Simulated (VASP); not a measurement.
Input of a VASP 6.6.1 run:

The input INCAR:

```
SYSTEM = ZnW
PREC = Accurate ; ENCUT = 520
EDIFF = 1E-7 ; ISMEAR = 0
SIGMA = 0.1 ; LREAL = .False.
LASPH = .True. ; NELM = 100
ALGO = Fast ; ISIF = 2
LWAVE = .False. ; LCHARG = .True.
GGA = PE ; LELF = .True.
LVHAR = .True. ; NBANDS = 34
```

KPOINTS

```
Automatic mesh
0
Gamma
  6 6 6
  0 0 0
```

Contents of POSCAR:

```
ZnW
1.0
    2.1708409117     -4.6376714802      0.0000000000
    2.1708409117      4.6376714802      0.0000000000
    0.0000000000      0.0000000000      3.2127575799
Zn W
2 2
Direct
    0.8946704587      0.1053295413      0.7500000000
    0.1053295413      0.8946704587      0.2500000000
    0.6058945782      0.3941054218      0.7500000000
    0.3941054218      0.6058945782      0.2500000000
```

Potentials or basis: VASP PAW PBE potentials, release 64 (Zn, W_sv).

The run is started by

```bash
$ cat potpaw_PBE.64/Zn/POTCAR potpaw_PBE.64/W_sv/POTCAR > POTCAR
$ mpirun -np 1 vasp_std > vasp.out
```

Task: Estimate the band gap on the k mesh.

Result: Zero (bands 26 and 27 overlap by 0.67 eV).

Task: Estimate the largest force.

Result: 0.034 eV/Å.

Task: Predict the pressure.

Result: 0.5 GPa.

Forces on the atoms (eV/Å):
```
Zn   0.000  0.016  0.000
Zn   0.000 -0.016  0.000
W    0.000 -0.034  0.000
W    0.000  0.034  0.000
```

Caveat: spin-orbit coupling is left out, which moves the levels of the heavy elements.
